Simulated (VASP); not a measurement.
Set up this calculation in VASP 6.6.1, as the native input.

| Quantity | Value |
| --- | --- |
| Task | relaxation of cell and atoms |
| Functional | PBE |
| Potentials or basis | VASP PAW PBE potentials, release 64 (Mo_sv, W_sv) |
| Cutoff | 500 eV |
| k mesh | 5 × 5 × 1 |
| Occupations | gaussian, width 0.2 eV |
| Spin | no spin polarisation |
| Dipole correction | no |
| Further INCAR settings | ALGO = Normal; EDIFF = 1e-07; IBRION = 2; EDIFFG = -0.08; NSW = 36; ISIF = 3 |

The structure of Mo2W lies in POSCAR:

```
Mo2W
1.0
    3.2000000000      0.0000000000      0.0000000000
    0.0000000000      3.2000000000      0.0000000000
    0.0000000000      0.0000000000     19.2000000000
Mo W
8 4
Direct
    0.5000000000      0.0000000000      0.2083300000
    0.0000000000      0.5000000000      0.7916700000
    0.5000000000      0.0000000000      0.7083300000
    0.0000000000      0.5000000000      0.6250000000
    0.5000000000      0.0000000000      0.5416700000
    0.0000000000      0.5000000000      0.2916700000
    0.5000000000      0.0000000000      0.3750000000
    0.0000000000      0.5000000000      0.4583300000
    0.0000000000      0.5000000000      0.1250000000
    0.5000000000      0.0000000000      0.0416700000
    0.0000000000      0.5000000000      0.9583300000
    0.5000000000      0.0000000000      0.8750000000
```

One way to write it, as run:

INCAR

```
SYSTEM = Mo2W
PREC = Accurate ; ENCUT = 500
EDIFF = 1E-7 ; ISMEAR = 0
SIGMA = 0.2 ; LREAL = .False.
LASPH = .True. ; NELM = 120
ALGO = Normal ; ISIF = 3
LWAVE = .False. ; LCHARG = .False.
GGA = PE ; IBRION = 2
NSW = 36 ; EDIFFG = -0.08
GGA_COMPAT = .False. ; NELMIN = 4
```

KPOINTS

```
regular mesh
0
Gamma
  5 5 1
  0 0 0
```

Potentials or basis: VASP PAW PBE potentials, release 64 (Mo_sv, W_sv).

Launch:

```bash
$ cat potpaw_PBE.64/Mo_sv/POTCAR potpaw_PBE.64/W_sv/POTCAR > POTCAR
$ mpirun -np 1 vasp_std > vasp.out
```

Results of the run:

```json
{
  "Relaxed volume": "15.96 Å³/atom",
  "Relaxed cell": "a = 3.181 Å, b = 3.181 Å, c = 18.929 Å, α = 90.00°, β = 90.00°, γ = 90.00°",
  "Space group after relaxing (to 0.1 Å)": "P4/nmm (No. 129)",
  "Energy gained by relaxing": "9.5 meV/atom",
  "Ionic steps": "7",
  "Pressure after relaxing": "0.1 GPa",
  "Largest force after relaxing": "0.072 eV/Å",
  "Band gap on the k mesh": "zero (bands 84 and 85 overlap by 0.95 eV)"
}
```

Caveat: the k points lie up to 0.40 Å⁻¹ apart in the final cell, too coarse for converged energies and pressures of a metal; spin-orbit coupling is left out, which moves the levels of the heavy elements; the relaxation stopped at a loose force limit of 0.08 eV/Å, so its end isn't a converged minimum.

It took 17 min on 1 thread of Oxide Virtual Turin-like Processor (shared host), peak memory 0.29 GiB.
